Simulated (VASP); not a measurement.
# CaAs2 (P6/mmm) in VASP: relaxation of cell and atoms with PBE

Aim: the relaxation of cell and atoms of CaAs2 with PBE.

Program: VASP 6.6.1. These are calculated values, not measurements. Logs are shortened: lines on timing, memory, paths and dates and some standing lists are left out, and cuts for length are marked.

### 1 The cell of the first run

The structure is hexagonal, space group P6/mmm (No. 191). The conventional cell has a = 4.511 Å, b = 4.511 Å, c = 4.068 Å, α = 90.00°, β = 90.00°, γ = 120.00°. Ca (site symmetry 6/mmm) has 12 As at 3.30 Å and 2 Ca at 4.07 Å within 4.3 Å. Within 3.4 Å of As (site symmetry -6m2) lie 3 As at 2.60 Å and 6 Ca at 3.30 Å.

### 2 Relaxation of cell and atoms, PBE

INCAR

```
  ALGO = Normal
  EDIFF = 1E-7
  EDIFFG = -0.01
  ENCUT = 600
  GGA = PE
  IBRION = 2
  ISIF = 3
  ISMEAR = 0
  LASPH = T
  LCHARG = F
  LREAL = F
  LWAVE = F
  NELM = 100
  NSW = 100
  PREC = Accurate
  SIGMA = 0.1
```

KPOINTS

```
k-points
0
Gamma
  12 12 12
```

POSCAR

```
CaAs2
1.0
    4.5106208107      0.0000000000      0.0000000000
   -2.2553104053      3.9063122089      0.0000000000
    0.0000000000      0.0000000000      4.0678405390
Ca As
1 2
Direct
    0.0000000000      0.0000000000      0.0000000000
    0.3333333333      0.6666666667      0.5000000000
    0.6666666667      0.3333333333      0.5000000000
```

Potentials or basis: VASP PAW PBE potentials, release 64 (Ca_sv, As).

The run is started by

```console
> cat potpaw_PBE.64/Ca_sv/POTCAR potpaw_PBE.64/As/POTCAR > POTCAR
> mpirun -np 1 vasp_std > vasp.out
```

OUTCAR:

```text
EDIFF = 1E-7
   EDIFFG = -0.01
   ENCUT = 600
   GGA = PE
   IBRION = 2
   ISIF = 3
   ISMEAR = 0
   LASPH = T
   LREAL = F
   NELM = 100
   NSW = 100
   PREC = Accurate

 ion  position               nearest neighbor table
   1  0.000  0.000  0.000-
   2  0.333  0.667  0.500-   3 2.60   3 2.60   3 2.60
   3  0.667  0.333  0.500-   2 2.60   2 2.60   2 2.60

  LATTYP: Found a hexagonal cell.
 ALAT       =     4.5106208107
 C/A-ratio  =     0.9018360686

  Lattice vectors:

 A1 = (   4.5106208107,   0.0000000000,   0.0000000000)
 A2 = (  -2.2553104053,   3.9063122089,   0.0000000000)
 A3 = (   0.0000000000,   0.0000000000,   4.0678405390)

Analysis of symmetry for initial positions (statically):
=====================================================================
 Subroutine PRICEL returns:
 Original cell was already a primitive cell.

 Routine SETGRP: Setting up the symmetry group for a
 hexagonal supercell.

 Subroutine GETGRP returns: Found 24 space group operations
 (whereof 24 operations were pure point group operations)
 out of a pool of 24 trial point group operations.

The static configuration has the point symmetry D_6h.

Analysis of symmetry for dynamics (positions and initial velocities):
=====================================================================
 Subroutine PRICEL returns:
 Original cell was already a primitive cell.

 Routine SETGRP: Setting up the symmetry group for a
 hexagonal supercell.

 Subroutine GETGRP returns: Found 24 space group operations
 (whereof 24 operations were pure point group operations)
 out of a pool of 24 trial point group operations.

The dynamic configuration has the point symmetry D_6h.

 Subroutine INISYM returns: Found 24 space group operations
 (whereof 24 operations are pure point group operations),
 and found     1 'primitive' translations

----------------------------------------------------------------------------------------

                                     Primitive cell

  volume of cell :      71.6749

  direct lattice vectors                    reciprocal lattice vectors
     4.510620811  0.000000000  0.000000000     0.221698973  0.127997962  0.000000000
    -2.255310405  3.906312209  0.000000000     0.000000000  0.255995923  0.000000000
     0.000000000  0.000000000  4.067840539     0.000000000  0.000000000  0.245830679

  length of vectors
     4.510620811  4.510620811  4.067840539     0.255995923  0.255995923  0.245830679

  position of ions in fractional coordinates (direct lattice)
     0.000000000  0.000000000  0.000000000
     0.333333333  0.666666667  0.500000000
     0.666666667  0.333333333  0.500000000

  ion indices of the primitive-cell ions
   primitive index   ion index
                 1           1
                 2           2
                 3           3

----------------------------------------------------------------------------------------

 KPOINTS: k-points

Automatic generation of k-mesh.
 Grid dimensions read from file:
 generate k-points for:   12   12   12

 Generating k-lattice:

  Cartesian coordinates                     Fractional coordinates (reciprocal lattice)
     0.018474914  0.010666497  0.000000000     0.083333333  0.000000000  0.000000000
     0.000000000  0.021332994  0.000000000     0.000000000  0.083333333  0.000000000
     0.000000000  0.000000000  0.020485890     0.000000000  0.000000000  0.083333333

  Length of vectors
     0.021332994  0.021332994  0.020485890

  Shift w.r.t. Gamma in fractional coordinates (k-lattice)
     0.000000000  0.000000000  0.000000000

 Subroutine IBZKPT returns following result:
 ===========================================

 Found    133 irreducible k-points:

 Following reciprocal coordinates:
            Coordinates               Weight
  0.000000  0.000000  0.000000      1.000000
  0.083333  0.000000  0.000000      6.000000
  0.166667  0.000000  0.000000      6.000000
  0.250000  0.000000  0.000000      6.000000
  0.333333 -0.000000  0.000000      6.000000
  0.416667  0.000000  0.000000      6.000000
[... 16 lines left out ...]
  0.250000  0.000000  0.083333     12.000000
  0.333333 -0.000000  0.083333     12.000000
 [... further k-points ...]
   k-points           NKPTS =    133   k-points in BZ     NKDIM =    133   number of bands    NBANDS=     14
   number of dos      NEDOS =    301   number of ions     NIONS =      3
   total plane-waves  NPLWV =  41472
   dimension x,y,z NGX =    36 NGY =   36 NGZ =   32
   dimension x,y,z NGXF=    72 NGYF=   72 NGZF=   64
   ions per type =               1   2
   NGX,Y,Z   is equivalent  to a cutoff of  13.27, 13.27, 13.08 a.u.
   NGXF,Y,Z  is equivalent  to a cutoff of  26.54, 26.54, 26.16 a.u.
 SYSTEM =  unknown system
   PREC   = accura    normal or accurate (medium, high low for compatibility)
   ISTART =      0    job   : 0-new  1-cont  2-samecut
   ICHARG =      2    charge: 1-file 2-atom 10-const
   ISPIN  =      1    spin polarized calculation?
   LNONCOLLINEAR =      F non collinear calculations
   LSORBIT =      F    spin-orbit coupling
   LASPH  =      T    aspherical Exc in radial PAW
   ENCUT  =  600.0 eV  44.10 Ry    6.64 a.u.   9.01  9.01  8.12*2*pi/ulx,y,z
   NELM   =    100;   NELMIN=  2; NELMDL= -5     # of ELM steps
   EDIFF  = 0.1E-06   stopping-criterion for ELM
   LREAL  =      F    real-space projection
   EDIFFG = -.1E-01   stopping-criterion for IOM
   NSW    =    100    number of steps for IOM
   IBRION =      2    ionic relax: 0-MD 1-quasi-New 2-CG
   NFREE  =      1    steps in history (QN), initial steepest desc. (CG)
   ISIF   =      3    stress and relaxation
   ISYM   =      2    0-nonsym 1-usesym 2-fastsym
   POTIM  = 0.5000    time-step for ionic-motion
   TEBEG  =    0.0;   TEEND  =   0.0 temperature during run
   PSTRESS=    0.0 pullay stress
   NELECT =      20.0000    total number of electrons
   NUPDOWN=      -1.0000    fix difference up-down
   EMIN   =  10.00;   EMAX   =-10.00  energy-range for DOS
   EFERMI =   0.00;   METHOD = LEGACY
   ISMEAR =     0;   SIGMA  =   0.10  broadening in eV -4-tet -1-fermi 0-gaus
   EFERMI_NEDOS =   21; number of points for ismear=-14 and -15
   IALGO  =     38    algorithm
   IMIX   =      4    mixing-type and parameters
     AMIX     =   0.40;   BMIX     =  1.00
     AMIX_MAG =   1.60;   BMIX_MAG =  1.00
  volume/ion in A,a.u.               =      23.89       161.23
  Fermi-wavevector in a.u.,A,eV,Ry     =   1.069783  2.021597 15.570998  1.144436
  Thomas-Fermi vector in A             =   2.205473
   LORBIT       =      0    0 simple, 1 ext, 2 COOP (PROOUT), +10 PAW based schemes
   GGA     = PE    functional components
   LHFCALC =     F    Hartree Fock is set to
   AEXX    =    0.0000 exact exchange contribution
   IVDW    =     0    specifies the selected vdW correction
   LEPSILON=     F    determine dielectric tensor
   LRPA    =     F    only Hartree local field effects (RPA)
 conjugate gradient relaxation of ions
 non-spin polarized calculation
 Gauss-broadening in eV      SIGMA  =   0.10
  energy-cutoff  :      600.00
  volume of cell :       71.67
 maximum number of plane-waves:      2415
 NGX is ok and might be reduce to    36
   NGX = 17   NGY = 17   NGZ = 17

--------------------------------------- Ionic step        1  -------------------------------------------

 number of electron      20.0000002 magnetization

 Free energy of the ion-electron system (eV)
  ---------------------------------------------------
  ext. energy  EPLUGINS =         0.00000000
  ---------------------------------------------------
  free energy    TOTEN  =       -12.91131836 eV

  energy without entropy =      -12.90180925  energy(sigma->0) =      -12.90656380

------------------------ aborting loop because EDIFF is reached ----------------------------------------

  FORCE on cell =-STRESS in cart. coord.  units (eV):
  Direction    XX          YY          ZZ          XY          YZ          ZX
  --------------------------------------------------------------------------------------
  -------------------------------------------------------------------------------------
  Total        0.4594127      0.4594127     -0.0937987      0.0000000      0.0000000      0.0000000
  in kB       10.2694319     10.2694319     -2.0967194      0.0000000      0.0000000      0.0000000
  external PRESSURE =       6.1473814 kB  Pullay stress =       0.0000000 kB
[... 133 lines left out ...]
  energy  without entropy=      -12.9047257619  energy(sigma->0) =      -12.90974733

--------------------------------------- Ionic step        5  -------------------------------------------

 number of electron      20.0000001 magnetization

 Free energy of the ion-electron system (eV)
  ---------------------------------------------------
  ext. energy  EPLUGINS =         0.00000000
  ---------------------------------------------------
  free energy    TOTEN  =       -12.91511286 eV

  energy without entropy =      -12.90511524  energy(sigma->0) =      -12.91011405

 E-fermi :   4.6409     XC(G=0):  -9.5560

 val. band max:        4.6377082379   @ k =   0.1667   0.0000   0.4167
 cond. band min:       4.6431079682   @ k =   0.2500   0.0833   0.0000
 fundamental gap:      0.0053997303
 Fermi energy:         4.6408655613

 k-point     1 :       0.0000    0.0000    0.0000
  band No.  band energies     occupation
      1     -36.8515      2.00000
      2     -17.8620      2.00000
      3     -17.8480      2.00000
      4     -17.8480      2.00000
      5      -8.8482      2.00000
      6      -2.6432      2.00000
      7       0.6504      2.00000
      8       0.6504      2.00000
      9       2.2447      2.00000
     10       4.7294      0.21053
     11       4.7294      0.21053
     12       5.3061      0.00000
     13       6.7522      0.00000
     14       7.1054      0.00000
[... 375 lines left out ...]
 k-point    24 :       0.3333   -0.0000    0.0833
  band No.  band energies     occupation
      1     -36.8503      2.00000
      2     -17.8726      2.00000
      3     -17.8632      2.00000
      4     -17.8528      2.00000
      5      -7.9772      2.00000
      6      -5.0748      2.00000
      7       0.0441      2.00000
      8       1.5665      2.00000
      9       2.4235      2.00000
     10       5.0290      0.00000
     11       5.5224      0.00000
     12       6.4470      0.00000
     13       6.9611      0.00000
     14       7.7981      0.00000

 [... further k-points ...]
[... 5 lines left out ...]
  --------------------------------------------------------------------------------------
  -------------------------------------------------------------------------------------
  Total        0.0026796      0.0026796     -0.0068665      0.0000000     -0.0000000     -0.0000000
  in kB        0.0596141      0.0596141     -0.1527595      0.0000000     -0.0000000     -0.0000000
  external PRESSURE =      -0.0111771 kB  Pullay stress =       0.0000000 kB
[... 18 lines left out ...]
  FREE ENERGIE OF THE ION-ELECTRON SYSTEM (eV)
  ---------------------------------------------------
  free  energy   TOTEN  =       -12.9151128614 eV

  energy  without entropy=      -12.9051152373  energy(sigma->0) =      -12.91011405

 reached required accuracy - stopping structural energy minimisation
```

It took 2.9 min on 1 thread of Intel Xeon 6975P-C (Granite Rapids), shared host; peak memory 0.34 GiB.

Results:

| Item | Value |
| --- | --- |
| Free energy | -12.9151 eV |
| Relaxed volume | 24.01 Å³/atom |
| Relaxed cell | a = 4.543 Å, b = 4.543 Å, c = 4.028 Å, α = 90.00°, β = 90.00°, γ = 120.00° |
| Space group after relaxing (to 0.1 Å) | P6/mmm (No. 191) |
| Energy gained by relaxing | 1.3 meV/atom |
| Ionic steps | 5 |
| Pressure after relaxing | 0.0 GPa |
| Band gap on the k mesh | zero (bands 10 and 11 overlap by 1.42 eV) |

The path:
```csv
step,energy change (eV),largest force (eV/Å),pressure (GPa),volume (Å³)
1,0.0000,0.0000,0.61,71.67
2,-0.0029,0.0000,-0.30,72.63
3,-0.0029,0.0000,-0.17,72.50
4,-0.0035,0.0000,-0.11,72.31
5,-0.0038,0.0000,0.00,72.02
```

Final structure:
```
Ca As
1.0
     4.54344    0.00000    0.00000
    -2.27172    3.93473    0.00000
     0.00000    0.00000    4.02846
Ca As
1 2
Direct
  0.00000 0.00000 0.00000
  0.33333 0.66667 0.50000
  0.66667 0.33333 0.50000
```

Levels at points of the mesh, in eV from the Fermi level:
```
           k point  band 7  band 8  band 9  band 10  band 11  band 12  band 13  band 14
(0.00, 0.00, 0.00)   -3.99   -3.99   -2.40     0.09     0.09     0.67     2.11     2.46
(0.50, 0.00, 0.00)   -4.76   -3.30   -1.73     0.16     2.28     2.46     2.97     3.06
(0.00, 0.00, 0.50)   -5.34   -3.52   -3.52    -0.66    -0.66     0.54     2.04     2.04
(0.50, 0.00, 0.50)   -4.74   -3.62   -2.78    -2.47     2.78     3.31     3.73     3.88
```
